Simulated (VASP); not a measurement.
Input of a VASP 6.6.1 run:

Contents of INCAR:

```
PREC = Accurate
ENCUT = 520
EDIFF = 1E-6
ISMEAR = 0
SIGMA = 0.15
LREAL = F
LASPH = T
NELM = 100
ALGO = Fast
ISIF = 2
LWAVE = F
LCHARG = F
GGA = PE
NBANDS = 26
```

Contents of KPOINTS:

```
regular mesh
0
Gamma
  12 12 10
```

The input POSCAR:

```
HgTe
1.0
    2.7915171678     -3.2732883643      0.0000000000
    2.7915171678      3.2732883643      0.0000000000
    0.0000000000      0.0000000000      6.6378914280
Hg Te
2 2
Direct
    0.3319444959      0.6680555041      0.7500000000
    0.6680555041      0.3319444959      0.2500000000
    0.7707545029      0.2292454971      0.7500000000
    0.2292454971      0.7707545029      0.2500000000
```

Potentials or basis: VASP PAW PBE potentials, release 64 (Hg, Te).

Launch:

```sh
$ cat potpaw_PBE.64/Hg/POTCAR potpaw_PBE.64/Te/POTCAR > POTCAR
$ mpirun -np 1 vasp_std > vasp.out
```

Q: Estimate the largest force.

A: 0.092 eV/Å.

Q: What does it give for the band gap on the k mesh?

A: Zero (bands 18 and 19 overlap by 1.64 eV).

Q: Estimate the pressure.

A: 2.2 GPa.

Forces in eV/Å, atoms in the order of the input:
```
Hg   0.000  0.092  0.000
Hg   0.000 -0.092  0.000
Te   0.000 -0.013  0.000
Te   0.000  0.013  0.000
```

Caveat: the stress differs along the axes, from -2 to 6 GPa; spin-orbit coupling is left out, which moves the levels of the heavy elements.
